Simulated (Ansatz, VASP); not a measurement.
WS2: VASP beside Ansatz

INCAR

```
SYSTEM = WS2
PREC = Accurate ; ENCUT = 520
EDIFF = 1E-7 ; ISMEAR = -1
SIGMA = 0.05 ; LREAL = .False.
LASPH = .True. ; NELM = 100
ALGO = Normal ; ISIF = 2
LWAVE = .False. ; LCHARG = .False.
NBANDS = 20
```

Contents of KPOINTS:

```
regular mesh
0
Gamma
  10 10 10
  0 0 0
```

The input POSCAR:

```
WS2
1.0
    1.5467664657      0.8930260354      6.0375157167
   -1.5467664657      0.8930260354      6.0375157167
    0.0000000000     -1.7860520706      6.0375157167
W S
1 2
Direct
    0.0000000000      0.0000000000      0.0000000000
    0.5810000000      0.5810000000      0.5810000000
    0.7503000000      0.7503000000      0.7503000000
```

input.yaml

```yaml
crystal:
  lattice:
    - [1.5467664657, 0.8930260354, 6.0375157167]
    - [-1.5467664657, 0.8930260354, 6.0375157167]
    - [0.0, -1.7860520706, 6.0375157167]
  atoms:
    - { symbol: W, position: [0.0, 0.0, 0.0] }
    - { symbol: S, position: [0.581, 0.581, 0.581] }
    - { symbol: S, position: [0.7503, 0.7503, 0.7503] }
hamiltonian:
  xc: lda
  pseudopotentials: { kind: paw }
kpoints:
  mp_grid: { grid: [10, 10, 10] }
scf:
  occupations: { method: fermi_dirac, width: 0.05 }
output:
  forces: true
  stress: true
  eigenvalues: true
```

Alike in both runs: task single point; functional LDA; k mesh 10 × 10 × 10; occupations fermi-dirac, width 0.05 eV; no spin polarisation.

```csv
,VASP,Ansatz
version,VASP 6.6.1,Ansatz 0.2.0
potentials or method,"VASP PAW LDA potentials, release 64 (W_sv, S)",Ansatz PAW
plane-wave cutoff (eV),520,420
valence electrons in the cell,26,26
```

```csv
,VASP,Ansatz,Ansatz less VASP
gap on the k mesh at the Fermi level (eV),0.92,0.91,-0.012
least direct gap on the mesh (eV),2.37,2.36,-0.010
pressure (GPa),8.3,7.8,-0.46
"traceless stress, the component that is largest in VASP (GPa)",1.00,1.01,+0.015
rms of the force components (eV/Å),0.528,0.507,-0.0210
```

LDA's correlation is that of Perdew and Zunger in VASP and of Perdew and Wang (1992) in Ansatz. Atom by atom the forces differ by 0.024 eV/Å (rms over components).

Neither program's run includes spin-orbit coupling.
